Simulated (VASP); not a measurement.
## CuI: single point with LDA

Crystal: CuI.

```
Cu I
1.0
     3.73317   -3.71109    0.00000
     3.73317    3.71109    0.00000
     0.00000    0.00000    4.17779
Cu I
2 2
Direct
  0.42044 0.57956 0.75000
  0.57956 0.42044 0.25000
  0.77004 0.22996 0.75000
  0.22996 0.77004 0.25000
```

This cell differs from its parent crystal: zz strain of -3 %.

| Property | Result |
| --- | --- |
| Program | VASP 6.6.1 |
| Task | single point |
| Functional | LDA |
| Potentials or basis | VASP PAW LDA potentials, release 64 (Cu, I) |
| Cutoff | 520 eV |
| k mesh | 5 × 5 × 6 |
| Occupations | fermi-dirac, width 0.02 eV |
| Spin | no spin polarisation |

```json
{"Pressure": "-1.0 GPa", "Largest force": "0.120 eV/Å", "Band gap on the k mesh": "0.86 eV"}
```

Forces on the atoms (eV/Å):
```
Cu   0.000  0.022  0.000
Cu   0.000 -0.022  0.000
I    0.000  0.120  0.000
I    0.000 -0.120  0.000
```

Stress tensor (GPa, compression positive):
```
-0.91  0.00  0.00
 0.00 -1.90  0.00
 0.00  0.00 -0.32
```

Levels at points of the mesh, in eV from the valence-band top:
```tsv
k point	band 14	band 15	band 16	band 17	band 18	band 19	band 20	band 21	band 22	band 23
(0.00, 0.00, 0.00)	-2.07	-2.03	-1.69	-1.12	0.00	0.86	1.40	2.54	4.43	5.14
(0.00, 0.00, 0.50)	-2.20	-2.09	-2.09	-1.75	-1.75	3.60	3.60	3.61	3.61	5.68
```

Wall time 2.3 min on 1 thread of Intel Xeon 8259CL, with other jobs on the host, peak memory 0.25 GiB.

Caveat: the cell differs from its parent crystal (zz strain of -3 %); spin-orbit coupling is left out, which moves the levels of the heavy elements. A k mesh can miss the band edges.
